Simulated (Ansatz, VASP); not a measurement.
**Ge in VASP and in Ansatz**

INCAR

```
PREC = Accurate
ENCUT = 520
EDIFF = 1E-6
ISMEAR = 0
SIGMA = 0.014
LREAL = F
LASPH = T
NELM = 60
ALGO = Normal
ISIF = 2
LWAVE = F
LCHARG = F
GGA = PE
NBANDS = 21
```

Contents of KPOINTS:

```
regular mesh
0
Gamma
  11 11 11
```

The input POSCAR:

```
Ge
1.0
   -2.5744897190      2.5744897190      1.3974126432
    2.5744897190     -2.5744897190      1.3974126432
    2.5744897190      2.5744897190     -1.3974126432
Ge
2
Direct
    0.5000000000      0.5000000000      0.0000000000
    0.2500000000      0.7500000000      0.5000000000
```

The input input.yaml:

```yaml
crystal:
  lattice:
    - [-2.574489719, 2.574489719, 1.3974126432]
    - [2.574489719, -2.574489719, 1.3974126432]
    - [2.574489719, 2.574489719, -1.3974126432]
  atoms:
    - { symbol: Ge, position: [0.5, 0.5, 0.0] }
    - { symbol: Ge, position: [0.25, 0.75, 0.5] }
kpoints:
  mp_grid: { grid: [11, 11, 11] }
scf:
  occupations: { method: gaussian, width: 0.014 }
hamiltonian:
  xc: pbe
  pseudopotentials: { kind: all_electron, lapw: { basis_error: 0.001 } }
output:
  forces: true
  stress: true
  eigenvalues: true
```

Alike in both runs: task single point; functional PBE; k mesh 11 × 11 × 11; occupations gaussian, width 0.014 eV; no spin polarisation.

|  | VASP | Ansatz |
| --- | --- | --- |
| version | VASP 6.6.1 | Ansatz 0.2.0 |
| potentials or method | VASP PAW PBE potentials, release 64 (Ge_d), cutoff 520 eV | all-electron LAPW, scalar-relativistic |

|  | VASP | Ansatz | Ansatz less VASP |
| --- | --- | --- | --- |
| gap on the k mesh at the Fermi level (eV) | none | none | - |
| pressure (GPa) | 3.1 | 3.3 | +0.15 |
| traceless stress, the component that is largest in VASP (GPa) | 0.37 | 0.36 | -0.009 |

A gap of «none» marks a metal or a gap that the smearing closes. Ansatz ran all-electron here, and VASP with PAW potentials.
